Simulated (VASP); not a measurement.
A run of VASP 6.6.1:

The input INCAR:

```
PREC = Accurate ; ENCUT = 520
EDIFF = 1E-6 ; ISMEAR = 0
SIGMA = 0.05 ; LREAL = False
LASPH = True ; NELM = 100
ALGO = Normal ; ISIF = 2
LWAVE = False ; LCHARG = False
GGA = PE ; IVDW = 12
NBANDS = 35
```

File KPOINTS:

```
Automatic mesh
0
Gamma
  12 12 4
```

Contents of POSCAR:

```
SnO2
1.0
    3.1576622583      0.0000000000      0.0000000000
   -1.5788311291      2.7346157322      0.0000000000
    0.0000000000      0.0000000000     10.1640545523
Sn O
2 4
Direct
    0.0000000000      0.0000000000      0.5000000000
    0.0000000000      0.0000000000      0.0000000000
    0.6666666667      0.3333333333      0.4018520904
    0.6666666667      0.3333333333      0.0981479096
    0.3333333333      0.6666666667      0.5981479096
    0.3333333333      0.6666666667      0.9018520904
```

Potentials or basis: VASP PAW PBE potentials, release 64 (Sn_d, O).

Command:

```console
$ cat potpaw_PBE.64/Sn_d/POTCAR potpaw_PBE.64/O/POTCAR > POTCAR
$ mpirun -np 1 vasp_std > vasp.out
```

Hardware: 1 thread of Intel(R) Xeon(R) Platinum 8488C (Sapphire Rapids), with other jobs on the host.

Estimate the wall time of this run.

Run time: 2.3 min on 1 thread of Intel(R) Xeon(R) Platinum 8488C (Sapphire Rapids) (shared host), peak memory 0.29 GiB. Counts: scf iterations 14, k points 57.
